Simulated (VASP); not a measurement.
A run of VASP 6.6.1 is set up as follows.

The input INCAR:

```
SYSTEM = C
PREC = Accurate
ENCUT = 520
EDIFF = 1E-6
ISMEAR = -1
SIGMA = 0.05
LREAL = .False.
LASPH = .True.
NELM = 80
ALGO = Normal
ISIF = 2
LWAVE = .False.
LCHARG = .True.
LELF = .True.
LVHAR = .True.
NBANDS = 16
```

Contents of KPOINTS:

```
Automatic mesh
0
Gamma
  12 12 12
  0 0 0
```

File POSCAR:

```
C
1.0
    1.2413551441      0.7166967267      8.3374684561
   -1.2413551441      0.7166967267      8.3374684561
    0.0000000000     -1.4333934532      8.3374684561
C
4
Direct
    0.0871730800      0.0871730800      0.0871730800
    0.7538500600      0.7538500600      0.7538500600
    0.2461499400      0.2461499400      0.2461499400
    0.9128269200      0.9128269200      0.9128269200
```

Potentials or basis: VASP PAW LDA potentials, release 64 (C).

Run with:

```sh
$ cat potpaw_LDA.64/C/POTCAR > POTCAR
$ mpirun -np 1 vasp_std > vasp.out
```

Predict the pressure.

-9.6 GPa.

Estimate the largest force.

0.009 eV/Å.

Estimate the band gap on the k mesh.

0.19 eV, direct.

Stress tensor (GPa, compression positive):
```
-13.89   0.00   0.00
  0.00 -13.89   0.00
  0.00   0.00  -1.01
```

A k mesh can miss the band edges.
